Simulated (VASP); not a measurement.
# LiH (I4/mmm) in VASP: a series of runs, part 2 of 2

VASP 6.6.1. Earlier steps stand in the parts before.

## (3) Single point, PBEsol (strain +0.040 along x and y, +0.080 along z)

INCAR

```
PREC     = Accurate       # precision mode
ENCUT    = 520            # plane-wave cutoff, eV
EDIFF    = 1E-7           # SCF threshold, eV
ISMEAR   = 0              # smearing method
SIGMA    = 0.05           # smearing width, eV
LREAL    = False          # projectors in reciprocal space
LASPH    = True           # aspherical terms in the spheres
NELM     = 100            # most SCF steps
ALGO     = Normal         # electronic algorithm
ISIF     = 2              # what is computed and relaxed
LWAVE    = False          # write WAVECAR
LCHARG   = False          # write CHGCAR
GGA      = PS             # functional
NBANDS   = 9              # bands
```

KPOINTS

```
Automatic mesh
0
Gamma
  10 10 10
```

POSCAR

```
LiH
1.0
    0.0000000000      2.1138000000      2.1951000000
    2.1138000000      0.0000000000      2.1951000000
    2.1138000000      2.1138000000      0.0000000000
Li H
1 1
Direct
    0.0000000000      0.0000000000      0.0000000000
    0.5000000000      0.5000000000      0.5000000000
```

Potentials or basis: VASP PAW PBE potentials, release 64 (Li_sv, H).

Command:

```bash
> cat potpaw_PBE.64/Li_sv/POTCAR potpaw_PBE.64/H/POTCAR > POTCAR
> mpirun -np 1 vasp_std > vasp.out
```

OUTCAR:

```text
PREC = Accurate
   ENCUT = 520
   EDIFF = 1E-7
   ISMEAR = 0
   LREAL = False
   LASPH = True
   NELM = 100
   ISIF = 2
   GGA = PS

 ion  position               nearest neighbor table
   1  0.000  0.000  0.000-
   2  0.500  0.500  0.500-

  LATTYP: Found a body centered tetragonal cell.
 ALAT       =     2.9893646281
 C/A-ratio  =     1.4686063917

  Lattice vectors:

 A1 = (  -2.1138000000,   0.0000000000,   2.1951000000)
 A2 = (   2.1138000000,   0.0000000000,   2.1951000000)
 A3 = (   0.0000000000,   2.1138000000,  -2.1951000000)

Analysis of symmetry for initial positions (statically):
=====================================================================
 Subroutine PRICEL returns:
 Original cell was already a primitive cell.

 Routine SETGRP: Setting up the symmetry group for a
 body centered tetragonal supercell.

 Subroutine GETGRP returns: Found 16 space group operations
 (whereof 16 operations were pure point group operations)
 out of a pool of 16 trial point group operations.

The static configuration has the point symmetry D_4h.

Analysis of symmetry for dynamics (positions and initial velocities):
=====================================================================
 Subroutine PRICEL returns:
 Original cell was already a primitive cell.

 Routine SETGRP: Setting up the symmetry group for a
 body centered tetragonal supercell.

 Subroutine GETGRP returns: Found 16 space group operations
 (whereof 16 operations were pure point group operations)
 out of a pool of 16 trial point group operations.

The dynamic configuration has the point symmetry D_4h.

 Subroutine INISYM returns: Found 16 space group operations
 (whereof 16 operations are pure point group operations),
 and found     1 'primitive' translations

----------------------------------------------------------------------------------------

                                     Primitive cell

  volume of cell :      19.6161

  direct lattice vectors                    reciprocal lattice vectors
     0.000000000  2.113800000  2.195100000    -0.236540827  0.236540827  0.227780056
     2.113800000  0.000000000  2.195100000     0.236540827 -0.236540827  0.227780056
     2.113800000  2.113800000  0.000000000     0.236540827  0.236540827 -0.227780056

  length of vectors
     3.047394699  3.047394699  2.989364628     0.404705917  0.404705917  0.404705917

  position of ions in fractional coordinates (direct lattice)
     0.000000000  0.000000000  0.000000000
     0.500000000  0.500000000  0.500000000

  ion indices of the primitive-cell ions
   primitive index   ion index
                 1           1
                 2           2

----------------------------------------------------------------------------------------

 KPOINTS: Automatic mesh

Automatic generation of k-mesh.
 Grid dimensions read from file:
 generate k-points for:   10   10   10

 Generating k-lattice:

  Cartesian coordinates                     Fractional coordinates (reciprocal lattice)
    -0.023654083  0.023654083  0.022778006     0.100000000  0.000000000  0.000000000
     0.023654083 -0.023654083  0.022778006     0.000000000  0.100000000  0.000000000
     0.023654083  0.023654083 -0.022778006     0.000000000  0.000000000  0.100000000

  Length of vectors
     0.040470592  0.040470592  0.040470592

  Shift w.r.t. Gamma in fractional coordinates (k-lattice)
     0.000000000  0.000000000  0.000000000

 Subroutine IBZKPT returns following result:
 ===========================================

 Found    102 irreducible k-points:

 Following reciprocal coordinates:
            Coordinates               Weight
  0.000000  0.000000  0.000000      1.000000
  0.100000 -0.000000  0.000000      8.000000
  0.200000 -0.000000  0.000000      8.000000
  0.300000 -0.000000  0.000000      8.000000
  0.400000 -0.000000  0.000000      8.000000
  0.500000  0.000000  0.000000      4.000000
[... 16 lines left out ...]
  0.300000  0.300000  0.000000      2.000000
  0.400000  0.300000  0.000000      8.000000
 [... further k-points ...]
   k-points           NKPTS =    102   k-points in BZ     NKDIM =    102   number of bands    NBANDS=      9
   number of dos      NEDOS =    301   number of ions     NIONS =      2
   total plane-waves  NPLWV =  13824
   dimension x,y,z NGX =    24 NGY =   24 NGZ =   24
   dimension x,y,z NGXF=    48 NGYF=   48 NGZF=   48
   ions per type =               1   1
   NGX,Y,Z   is equivalent  to a cutoff of  13.09, 13.09, 13.35 a.u.
   NGXF,Y,Z  is equivalent  to a cutoff of  26.19, 26.19, 26.69 a.u.
 SYSTEM =  unknown system
   PREC   = accura    normal or accurate (medium, high low for compatibility)
   ISTART =      0    job   : 0-new  1-cont  2-samecut
   ICHARG =      2    charge: 1-file 2-atom 10-const
   ISPIN  =      1    spin polarized calculation?
   LNONCOLLINEAR =      F non collinear calculations
   LSORBIT =      F    spin-orbit coupling
   LASPH  =      T    aspherical Exc in radial PAW
   ENCUT  =  520.0 eV  38.22 Ry    6.18 a.u.   5.67  5.67  5.56*2*pi/ulx,y,z
   NELM   =    100;   NELMIN=  2; NELMDL= -5     # of ELM steps
   EDIFF  = 0.1E-06   stopping-criterion for ELM
   LREAL  =      F    real-space projection
   EDIFFG = 0.1E-05   stopping-criterion for IOM
   NSW    =      0    number of steps for IOM
   IBRION =     -1    ionic relax: 0-MD 1-quasi-New 2-CG
   NFREE  =      0    steps in history (QN), initial steepest desc. (CG)
   ISIF   =      2    stress and relaxation
   ISYM   =      2    0-nonsym 1-usesym 2-fastsym
   POTIM  = 0.5000    time-step for ionic-motion
   TEBEG  =    0.0;   TEEND  =   0.0 temperature during run
   PSTRESS=    0.0 pullay stress
   NELECT =       4.0000    total number of electrons
   NUPDOWN=      -1.0000    fix difference up-down
   EMIN   =  10.00;   EMAX   =-10.00  energy-range for DOS
   EFERMI =   0.00;   METHOD = LEGACY
   ISMEAR =     0;   SIGMA  =   0.05  broadening in eV -4-tet -1-fermi 0-gaus
   EFERMI_NEDOS =   21; number of points for ismear=-14 and -15
   IALGO  =     38    algorithm
   IMIX   =      4    mixing-type and parameters
     AMIX     =   0.40;   BMIX     =  1.00
     AMIX_MAG =   1.60;   BMIX_MAG =  1.00
  volume/ion in A,a.u.               =       9.81        66.19
  Fermi-wavevector in a.u.,A,eV,Ry     =   0.963587  1.820915 12.633000  0.928499
  Thomas-Fermi vector in A             =   2.093145
   LORBIT       =      0    0 simple, 1 ext, 2 COOP (PROOUT), +10 PAW based schemes
   GGA     = PS    functional components
   LHFCALC =     F    Hartree Fock is set to
   AEXX    =    0.0000 exact exchange contribution
   IVDW    =     0    specifies the selected vdW correction
   LEPSILON=     F    determine dielectric tensor
   LRPA    =     F    only Hartree local field effects (RPA)
 non-spin polarized calculation
 Gauss-broadening in eV      SIGMA  =   0.05
  energy-cutoff  :      520.00
  volume of cell :       19.62
 maximum number of plane-waves:       548
   NGX = 11   NGY = 11   NGZ = 11

 number of electron       3.9999995 magnetization

 Free energy of the ion-electron system (eV)
  ---------------------------------------------------
  ext. energy  EPLUGINS =         0.00000000
  ---------------------------------------------------
  free energy    TOTEN  =        -6.04140278 eV

  energy without entropy =       -6.04140278  energy(sigma->0) =       -6.04140278

 E-fermi :  -0.1684     XC(G=0):  -7.9933

 val. band max:       -0.5923013837   @ k =   0.5000   0.0000   0.5000
 cond. band min:       1.9143634810   @ k =   0.5000   0.5000   0.0000
 fundamental gap:      2.5066648647
 Fermi energy:        -0.1683511001

 k-point     1 :       0.0000    0.0000    0.0000
  band No.  band energies     occupation
      1     -44.6141      2.00000
      2      -5.4983      2.00000
      3      13.0157      0.00000
      4      15.1002      0.00000
      5      15.1002      0.00000
      6      15.3773      0.00000
      7      19.3041      0.00000
      8      19.5011      0.00000
      9      19.5012      0.00000

 k-point     2 :       0.1000   -0.0000    0.0000
  band No.  band energies     occupation
      1     -44.6120      2.00000
      2      -5.3332      2.00000
      3      11.9449      0.00000
      4      14.1611      0.00000
      5      14.8321      0.00000
      6      14.8962      0.00000
      7      18.8842      0.00000
      8      20.1015      0.00000
      9      20.1835      0.00000
[... 253 lines left out ...]
 k-point    24 :       0.4000    0.3000    0.0000
  band No.  band energies     occupation
      1     -44.5915      2.00000
      2      -2.7557      2.00000
      3       4.9867      0.00000
      4       8.9201      0.00000
      5      10.2216      0.00000
      6      13.8203      0.00000
      7      14.8945      0.00000
      8      25.1715      0.00000
      9      26.3106      0.00000

 [... further k-points ...]
[... 5 lines left out ...]
  --------------------------------------------------------------------------------------
  -------------------------------------------------------------------------------------
  Total       -0.6484077     -0.6484077     -0.7976756      0.0000000      0.0000000      0.0000000
  in kB      -52.9598356    -52.9598356    -65.1515585      0.0000000      0.0000000      0.0000000
  external PRESSURE =     -57.0237432 kB  Pullay stress =       0.0000000 kB

 VOLUME and BASIS-vectors are now :
 -----------------------------------------------------------------------------
  energy-cutoff  :      520.00
  volume of cell :       19.62
      direct lattice vectors                 reciprocal lattice vectors
     0.000000000  2.113800000  2.195100000    -0.236540827  0.236540827  0.227780056
     2.113800000  0.000000000  2.195100000     0.236540827 -0.236540827  0.227780056
     2.113800000  2.113800000  0.000000000     0.236540827  0.236540827 -0.227780056

 POSITION                                       TOTAL-FORCE (eV/Angst)
 -----------------------------------------------------------------------------------
      0.00000      0.00000      0.00000         0.000000     -0.000000     -0.000000
      2.11380      2.11380      2.19510        -0.000000      0.000000      0.000000
 -----------------------------------------------------------------------------------
    total drift:                                0.000000     -0.000000     -0.000000

  FREE ENERGIE OF THE ION-ELECTRON SYSTEM (eV)
  ---------------------------------------------------
  free  energy   TOTEN  =        -6.0414027756 eV

  energy  without entropy=       -6.0414027756  energy(sigma->0) =       -6.04140278
```

It took 11 s on 1 thread of Intel Xeon Platinum 8488C (Sapphire Rapids), shared host; peak memory 0.14 GiB.

What came out:

| Quantity | Value |
| --- | --- |
| Free energy | -6.0414 eV |
| Band gap on the k mesh | 2.51 eV, indirect (least direct gap 2.78 eV) |

Levels at points of the mesh, in eV from the valence-band top:
| k point | band 1 | band 2 | band 3 | band 4 | band 5 |
| --- | --- | --- | --- | --- | --- |
| (0.00, 0.00, 0.00) | -44.02 | -4.91 | 13.61 | 15.69 | 15.69 |
| (0.50, 0.00, 0.00) | -44.00 | -2.27 | 4.19 | 11.81 | 14.33 |
| (0.50, 0.50, 0.00) | -43.99 | -0.27 | 2.51 | 9.99 | 9.99 |
| (0.50, 0.00, 0.50) | -43.99 | 0.00 | 2.94 | 9.32 | 9.62 |

Caveat: the cell differs from its parent crystal (strain +0.040 along x and y, +0.080 along z); the cutoff is under 1.25 times the usual one of these potentials, so pressure, stress and relaxed cells hold a basis-set (Pulay) error; the PAW data sets were made with another functional, which shifts forces and pressure a little. A k mesh can miss the band edges.

## (4) Single point, PBEsol (strain +0.080 along x and y, +0.040 along z)

INCAR

```
SYSTEM = LiH
ALGO = Normal
EDIFF = 1E-6
ENCUT = 520
GGA = PS
ISIF = 2
ISMEAR = 0
LASPH = .True.
LCHARG = .True.
LELF = .True.
LREAL = .False.
LVHAR = .True.
LWAVE = .False.
NBANDS = 9
NELM = 100
PREC = Accurate
SIGMA = 0.05
```

KPOINTS

```
k-points
0
Gamma
  10 10 10
  0 0 0
```

POSCAR

```
LiH
1.0
    0.0000000000      2.1951000000      2.1138000000
    2.1951000000      0.0000000000      2.1138000000
    2.1951000000      2.1951000000      0.0000000000
Li H
1 1
Direct
    0.0000000000      0.0000000000      0.0000000000
    0.5000000000      0.5000000000      0.5000000000
```

Command:

```bash
> cat potpaw_PBE.64/Li_sv/POTCAR potpaw_PBE.64/H/POTCAR > POTCAR
> mpirun -np 1 vasp_std > vasp.out
```

Wall time 8.4 s (1 thread of Intel Xeon Platinum 8488C (Sapphire Rapids), shared host); peak memory 0.14 GiB.

Results (log left out):

* Free energy: -6.0140 eV
* Band gap on the k mesh: 2.59 eV, indirect (least direct gap 2.84 eV)

Levels at points of the mesh, in eV from the valence-band top:
```tsv
k point	band 1	band 2	band 3	band 4	band 5	band 6
(0.00, 0.00, 0.00)	-44.16	-4.85	13.12	15.18	15.47	15.47
(0.50, 0.00, 0.00)	-44.14	-2.26	4.03	11.46	13.86	14.56
(0.50, 0.50, 0.00)	-44.13	0.00	3.02	9.05	9.05	11.83
(0.50, 0.00, 0.50)	-44.14	-0.26	2.59	9.42	9.72	12.34
```

Caveat: the cell differs from its parent crystal (strain +0.080 along x and y, +0.040 along z); the cutoff is under 1.25 times the usual one of these potentials, so pressure, stress and relaxed cells hold a basis-set (Pulay) error; the PAW data sets were made with another functional, which shifts forces and pressure a little.

## (5) The runs side by side

| cell | gap on the mesh (eV) |
| --- | --- |
| a = 2.932, b = 2.932, c = 2.989 Å, angles 59.4, 59.4, 61.3°, 2 atoms | 2.49 |
| a = 3.047, b = 3.047, c = 2.989 Å, angles 60.6, 60.6, 58.7°, 2 atoms | 2.51 |
| a = 3.047, b = 3.047, c = 3.104 Å, angles 59.4, 59.4, 61.2°, 2 atoms | 2.59 |

Alike in all rows: task single point; level PBEsol; potentials or basis VASP PAW PBE potentials, release 64 (Li_sv, H); no spin polarisation; k mesh 10 × 10 × 10; cutoff (eV) 520; smearing gaussian 0.05 eV.

Caveats: the cutoff is under 1.25 times the usual one of these potentials, so pressure, stress and relaxed cells hold a basis-set (Pulay) error; the PAW data sets were made with another functional, which shifts forces and pressure a little.

Total energies depend on the potentials used, so only differences within one code and one set of settings carry meaning.
